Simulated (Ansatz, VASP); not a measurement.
# Al2Cu: VASP beside Ansatz

File INCAR:

```
  PREC = Accurate
  ENCUT = 520
  EDIFF = 1E-6
  ISMEAR = 0
  SIGMA = 0.15
  LREAL = F
  LASPH = T
  NELM = 100
  ALGO = Fast
  ISIF = 2
  LWAVE = F
  LCHARG = F
  GGA = PE
  NBANDS = 26
```

KPOINTS

```
Automatic mesh
0
Gamma
  10 10 10
```

The input POSCAR:

```
Al2Cu
1.0
   -2.9353500000      2.9353500000      2.4412820339
    2.9353500000     -2.9353500000      2.4412820339
    2.9353500000      2.9353500000     -2.4412820339
Al Cu
4 2
Direct
    0.1587211657      0.6587211657      0.8174423314
    0.6587211657      0.8412788343      0.5000000000
    0.8412788343      0.3412788343      0.1825576686
    0.3412788343      0.1587211657      0.5000000000
    0.7500000000      0.7500000000      0.0000000000
    0.2500000000      0.2500000000      0.0000000000
```

Input for Ansatz:

```yaml
crystal:
  lattice:
    - [-2.93535, 2.93535, 2.4412820339]
    - [2.93535, -2.93535, 2.4412820339]
    - [2.93535, 2.93535, -2.4412820339]
  atoms:
    - { symbol: Al, position: [0.1587211657, 0.6587211657, 0.8174423314] }
    - { symbol: Al, position: [0.6587211657, 0.8412788343, 0.5] }
    - { symbol: Al, position: [0.8412788343, 0.3412788343, 0.1825576686] }
    - { symbol: Al, position: [0.3412788343, 0.1587211657, 0.5] }
    - { symbol: Cu, position: [0.75, 0.75, 0.0] }
    - { symbol: Cu, position: [0.25, 0.25, 0.0] }
basis:
  ecutwfc: 520.0
kpoints:
  mp_grid: { grid: [10, 10, 10] }
hamiltonian:
  xc: pbe
  pseudopotentials: { kind: paw, azcp: { folder: soft_1 } }
scf:
  occupations: { method: gaussian, width: 0.15 }
output:
  forces: true
  stress: true
  eigenvalues: true
```

Alike in both runs: task single point; functional PBE; k mesh 10 × 10 × 10; occupations gaussian, width 0.15 eV; no spin polarisation.

|  | VASP | Ansatz |
| --- | --- | --- |
| version | VASP 6.6.1 | Ansatz 0.2.0 |
| potentials or method | VASP PAW PBE potentials, release 64 (Al, Cu), cutoff 520 eV | scalar-relativistic, plane waves, PAW |
| valence electrons in the cell | 34 | 50 |

|  | VASP | Ansatz | Ansatz less VASP |
| --- | --- | --- | --- |
| gap on the k mesh at the Fermi level (eV) | none | none | - |
| pressure (GPa) | 7.5 | 7.1 | -0.36 |
| traceless stress, the component that is largest in VASP (GPa) | -3.00 | -3.05 | -0.043 |
| rms of the force components (eV/Å) | 0.024 | 0.026 | +0.0014 |

Atom by atom the forces differ by 0.001 eV/Å (rms over components). A gap of «none» marks a metal or a gap that the smearing closes. VASP's potentials hold 34 valence electrons a cell and Ansatz's 50, so a difference there can come from the potentials and not from the codes.
